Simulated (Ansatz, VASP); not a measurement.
One calculation of Sn, two programs

```
CELL_PARAMETERS angstrom
0.00000 3.32890 3.32890
3.32890 0.00000 3.32890
3.32890 3.32890 0.00000
ATOMIC_POSITIONS crystal
Sn 0.50000 0.50000 0.50000
Sn 0.75000 0.75000 0.75000
```

Alike in both runs: task single point; functional PBE; k mesh 8 × 8 × 8; occupations fermi-dirac, width 0.03 eV; no spin polarisation.

```csv
,VASP,Ansatz
version,VASP 6.6.1,Ansatz 0.2.0
potentials or method,"VASP PAW PBE potentials, release 64 (Sn_d), cutoff 520 eV","plane waves (420 eV) with PAW, scalar-relativistic"
valence electrons in the cell,28,28
```

```tsv
	VASP	Ansatz	Ansatz less VASP
pressure (GPa)	-0.1	0.0	+0.04
```

The functional is the same, so the differences come from potentials, cutoffs and numerics.
